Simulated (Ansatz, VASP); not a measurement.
**TiC in VASP and in Ansatz**

```
CELL_PARAMETERS angstrom
0.00000 2.22892 2.09908
2.22892 0.00000 2.09908
2.22892 2.22892 0.00000
ATOMIC_POSITIONS crystal
Ti 0.00000 0.00000 0.00000
C 0.50000 0.50000 0.50000
```

Change from the starting cell: strain +0.030 along x and y, -0.030 along z, atoms carried along.

Alike in both runs: task single point; functional PBEsol; k mesh 18 × 18 × 18; occupations gaussian, width 0.15 eV; no spin polarisation.

```csv
,VASP,Ansatz
version,VASP 6.6.1,Ansatz 0.2.0
potentials or method,"VASP PAW PBE potentials, release 64 (Ti_sv, C), cutoff 520 eV","scalar-relativistic, plane waves, PAW"
valence electrons in the cell,16,16
```

```tsv
	VASP	Ansatz	Ansatz less VASP
gap on the k mesh at the Fermi level (eV)	none	none	-
pressure (GPa)	-10.8	-11.0	-0.26
traceless stress, the component that is largest in VASP (GPa)	15.22	15.16	-0.061
```

VASP's potentials were made for PBE, not for PBEsol. A gap of «none» marks a metal or a gap that the smearing closes.
